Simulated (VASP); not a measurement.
Input of a VASP 6.6.1 run:

File INCAR:

```
PREC = Accurate
ENCUT = 520
EDIFF = 1E-7
ISMEAR = -1
SIGMA = 0.05
LREAL = F
LASPH = T
NELM = 100
ALGO = Normal
ISIF = 2
LWAVE = F
LCHARG = T
GGA = RP
IVDW = 13
LELF = T
LVHAR = T
NBANDS = 26
```

The input KPOINTS:

```
Automatic mesh
0
Gamma
  10 10 5
```

POSCAR

```
GaN
1.0
    3.2423687753      0.0000000000      0.0000000000
   -1.6211843877      2.8079737278      0.0000000000
    0.0000000000      0.0000000000      5.2673198406
Ga N
2 2
Direct
    0.6666666667      0.3333333333      0.5000000000
    0.3333333333      0.6666666667      0.0000000000
    0.6666666667      0.3333333333      0.8750000000
    0.3333333333      0.6666666667      0.3750000000
```

Potentials or basis: VASP PAW PBE potentials, release 64 (Ga_d, N).

The run is started by

```sh
$ cat potpaw_PBE.64/Ga_d/POTCAR potpaw_PBE.64/N/POTCAR > POTCAR
$ mpirun -np 1 vasp_std > vasp.out
```

Task: Estimate the largest force.

Result: 0.111 eV/Å.

Task: Estimate the pressure.

Result: -10.4 GPa.

Task: Estimate the dispersion energy per atom.

Result: -0.766 eV.

Stress tensor (GPa, compression positive):
```
-11.01   0.00   0.00
  0.00 -11.01   0.00
  0.00   0.00  -9.24
```

Caveat: the PAW data sets were made with another functional, which shifts forces and pressure a little.
